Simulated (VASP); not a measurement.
Here is a VASP 6.6.1 calculation.

The input POSCAR:

```
V
1.0
   -1.5440506776      1.5440506776      1.5440506776
    1.5440506776     -1.5440506776      1.5440506776
    1.5440506776      1.5440506776     -1.5440506776
V
1
Direct
    0.0000000000      0.0000000000      0.0000000000
```

Contents of INCAR.step1:

```
SYSTEM = V
PREC = Accurate
ENCUT = 520
ISMEAR = -1
SIGMA = 0.05
LREAL = .False.
LASPH = .True.
NELM = 150
ISPIN = 2
MAGMOM = 2
LMAXMIX = 4
NBANDS = 16
GGA = PE
ALGO = Normal
EDIFF = 1E-4
LWAVE = .True.
LCHARG = .False.
```

Contents of INCAR.step2:

```
SYSTEM = V
PREC = Accurate
ENCUT = 520
EDIFF = 1E-6
ISMEAR = -1
SIGMA = 0.05
LREAL = .False.
LASPH = .True.
NELM = 150
ALGO = Normal
ISIF = 2
LWAVE = .False.
LCHARG = .False.
ISPIN = 2
MAGMOM = 2
LORBIT = 11
LMAXMIX = 4
METAGGA = R2SCAN
LMIXTAU = .True.
NBANDS = 16
ISTART = 1
```

File KPOINTS:

```
regular mesh
0
Gamma
  12 12 12
  0 0 0
```

Potentials or basis: VASP PAW PBE potentials, release 64 (V_sv).

Run with:

```console
$ cat potpaw_PBE.64/V_sv/POTCAR > POTCAR
$ cp INCAR.step1 INCAR
$ mpirun -np 1 vasp_std > vasp.out
$ cp INCAR.step2 INCAR
$ mpirun -np 1 vasp_std > vasp.out
```

Q: Estimate the net moment.

A: 0.00 μB per cell.

Q: What does it give for the pressure?

A: -15.9 GPa.

Caveat: the PAW data sets were made with another functional, which shifts forces and pressure a little.
